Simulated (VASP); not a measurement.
# HfB: relaxation of cell and atoms with revPBE+D3(BJ)

HfB:

```
CELL_PARAMETERS angstrom
0.00000 2.31000 2.31000
2.31000 0.00000 2.31000
2.31000 2.31000 0.00000
ATOMIC_POSITIONS crystal
Hf 0.50000 0.50000 0.50000
B 0.00000 0.00000 0.00000
```

```json
{
  "Program": "VASP 6.6.1",
  "Task": "relaxation of cell and atoms",
  "Functional": "revPBE",
  "Dispersion": "D3(BJ)",
  "Potentials or basis": "VASP PAW PBE potentials, release 64 (Hf_pv, B)",
  "Cutoff": "600 eV",
  "k mesh": "5 × 5 × 5",
  "Occupations": "methfessel-paxton, width 0.1 eV",
  "Spin": "no spin polarisation",
  "Dipole correction": "no",
  "Further INCAR settings": "ALGO = Normal; EDIFF = 1e-06; IBRION = 2; EDIFFG = -0.05; NSW = 80; ISIF = 3"
}
```

* Relaxed volume: 13.73 Å³/atom
* Relaxed cell: a = 3.386 Å, b = 3.386 Å, c = 3.386 Å, α = 60.00°, β = 60.00°, γ = 60.00°
* Space group after relaxing (to 0.05 Å): Fm-3m (No. 225)
* Energy gained by relaxing: 96.9 meV/atom
* Ionic steps: 4
* Pressure after relaxing: -0.1 GPa
* Dispersion energy per atom: -0.656 eV

Step by step:
```
step  energy change (eV)  largest force (eV/Å)  pressure (GPa)  volume (Å³)
   1              0.0000                0.0000           24.25        24.65
   2              0.1320                0.0000          -20.56        31.93
   3             -0.1936                0.0000           -0.68        27.55
   4             -0.1938                0.0000           -0.09        27.46
```

Final structure:
```
Hf B
1.0
     0.00000    2.39461    2.39461
     2.39461    0.00000    2.39461
     2.39461    2.39461    0.00000
Hf B
1 1
Direct
  0.50000 0.50000 0.50000
  0.00000 0.00000 0.00000
```

Levels at points of the mesh, in eV from the Fermi level:
```tsv
k point	band 2	band 3	band 4	band 5	band 6	band 7	band 8	band 9	band 10
(0.00, 0.00, 0.00)	-29.12	-29.12	-9.45	1.89	1.89	1.89	3.46	3.46	3.46
```

Run time: 13 s on 1 thread of Intel Xeon 6975P-C, on a shared host, peak memory 0.17 GiB.

Caveat: the k points lie up to 0.45 Å⁻¹ apart in the final cell; the PAW data sets were made with another functional, which shifts forces and pressure a little; spin-orbit coupling is left out, which moves the levels of the heavy elements; the volume moved by +11 % from the deposited cell, more than functionals usually miss; pairwise dispersion overbinds metals, which lowers pressure and volume. Zero-point motion and thermal expansion aren't in these numbers.
